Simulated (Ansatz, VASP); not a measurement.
## One calculation of In3B2As, two programs

INCAR

```
ALGO = Normal
EDIFF = 1E-6
EDIFFG = -0.01
ENCUT = 600
GGA = PE
IBRION = 2
ISIF = 3
ISMEAR = 0
LASPH = T
LCHARG = F
LREAL = F
LWAVE = F
NELM = 80
NSW = 100
PREC = Accurate
SIGMA = 0.1
```

Contents of KPOINTS:

```
k-points
0
Gamma
  6 6 6
```

File POSCAR:

```
In3B2As
1.0
    3.8030875177      2.1957136021      4.4448239537
   -3.8030875177      2.1957136021      4.4448239537
    0.0000000000     -4.3914272042      4.4448239537
In B As
3 2 1
Direct
    0.5000000000      0.5000000000      0.0000000000
    0.0000000000      0.5000000000      0.5000000000
    0.5000000000      0.0000000000      0.5000000000
    0.3291069357      0.3291069357      0.3291069357
    0.6708930643      0.6708930643      0.6708930643
    0.5000000000      0.5000000000      0.5000000000
```

Input for Ansatz:

```yaml
crystal:
  lattice:
    - [3.8030875177, 2.1957136021, 4.4448239537]
    - [-3.8030875177, 2.1957136021, 4.4448239537]
    - [0.0, -4.3914272042, 4.4448239537]
  atoms:
    - { symbol: In, position: [0.5, 0.5, 0.0] }
    - { symbol: In, position: [0.0, 0.5, 0.5] }
    - { symbol: In, position: [0.5, 0.0, 0.5] }
    - { symbol: B, position: [0.3291069357, 0.3291069357, 0.3291069357] }
    - { symbol: B, position: [0.6708930643, 0.6708930643, 0.6708930643] }
    - { symbol: As, position: [0.5, 0.5, 0.5] }
basis:
  ecutwfc: 420
kpoints:
  mp_grid: { grid: [6, 6, 6] }
hamiltonian:
  xc: pbe
scf:
  occupations: { method: gaussian, width: 0.1 }
output:
  forces: true
  stress: true
  eigenvalues: true
  write_density: true
  write_potential: true
  elf: true
  volumetric_format: npy
relax:
  adjacent_minimum: "off"
  f_tol: 0.01
  max_steps: 80
  cell: { stress_tol: 0.05 }
```

Alike in both runs: task relaxation of cell and atoms; functional PBE; k mesh 6 × 6 × 6; occupations gaussian, width 0.1 eV; no spin polarisation.

```csv
,VASP,Ansatz
version,VASP 6.6.1,Ansatz 0.2.0
potentials or method,"VASP PAW PBE potentials, release 64 (In_d, B, As), cutoff 600 eV","scalar-relativistic, plane waves, PAW"
valence electrons in the cell,50,60
```

```csv
,VASP,Ansatz,Ansatz less VASP
"gap on the k mesh at the Fermi level, each at its own relaxed structure (eV)",none,none,-
relaxed volume (Å³/atom),37.12,37.12,0.000
relaxed cell length with the largest relative difference (Å),6.248,6.248,0.0000
```

A gap of «none» marks a metal or a gap that the smearing closes. VASP's potentials hold 50 valence electrons a cell and Ansatz's 60, so a difference there can come from the potentials and not from the codes. Ansatz's warnings: xc potential rough in thin density.

Noted on VASP's run: the relaxation stopped at its first step, so nothing moved.
